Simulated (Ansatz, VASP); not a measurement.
# Al: VASP beside Ansatz

```
Al
1.0
     2.82708    0.00000    0.00000
    -1.41354    2.44832    0.00000
     0.00000    0.00000    9.18599
Al
4
Direct
  0.00000 0.00000 0.00000
  0.33333 0.66667 0.25000
  0.00000 0.00000 0.50000
  0.66667 0.33333 0.75000
```

Alike in both runs: task single point; functional LDA; k mesh 7 × 7 × 2; no spin polarisation.

```csv
,VASP,Ansatz
version,VASP 6.6.1,Ansatz 0.2.0
potentials or method,"VASP PAW LDA potentials, release 64 (Al), cutoff 520 eV","plane waves, PAW"
occupations,"methfessel-paxton of order 1, width 0.05 eV","cold, width 0.05 eV"
valence electrons in the cell,12,12
```

Ansatz gave:

```
pressure (GPa)                                                : -0.2
traceless stress, the component that is largest in VASP (GPa) : 0.26
```

**Question.** Which values does VASP return?

**Answer.** Pressure (GPa): -0.1; traceless stress, the component that is largest in VASP (GPa): 0.24.

LDA's correlation is that of Perdew and Zunger in VASP and of Perdew and Wang (1992) in Ansatz.

The k mesh is coarse, so the values compare programs but aren't converged.
